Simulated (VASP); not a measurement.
Runs of VASP 6.6.1 on Ni. The structure is that of space group Fm-3m (No. 225), or close to it. The cells are those of the table. 

| spin | cell | gap on the mesh (eV) | pressure (GPa) | moment (μB) |
| --- | --- | --- | --- | --- |
| collinear, ferromagnetic start | a = 2.169 Å, angles 60.0°, 1 atom | none | 183.4 | 0.41 |
| off | a = 2.313 Å, angles 60.0°, 1 atom | none | (b) | - |
| off | a = 2.684 Å, angles 60.0°, 1 atom | none | -36.6 | - |
| collinear, ferromagnetic start | a = 2.684 Å, angles 60.0°, 1 atom | none | -36.0 | 0.64 |
| collinear, ferromagnetic start | a = 2.492 Å, angles 60.0°, 1 atom | none | -17.5 | (c) |
| collinear, ferromagnetic start | a = 2.458 Å, angles 60.0°, 1 atom | none | -10.2 | 0.56 |
| collinear, ferromagnetic start | a = 2.525 Å, angles 60.0°, 1 atom | none | -23.0 | 0.58 |
| collinear, ferromagnetic start | a = 2.313 Å, angles 60.0°, 1 atom | none | 48.1 | (a) |

Alike in all rows: task single point; level LDA; potentials or basis VASP PAW LDA potentials, release 64 (Ni); k mesh 16 × 16 × 16; cutoff (eV) 520; smearing fermi-dirac 0.1 eV.

Problem. Fill in the values left out.

Solution. (a) 0.52; (b) 47.2; (c) 0.57.

A gap of «none» marks levels without a gap at the run's occupations.
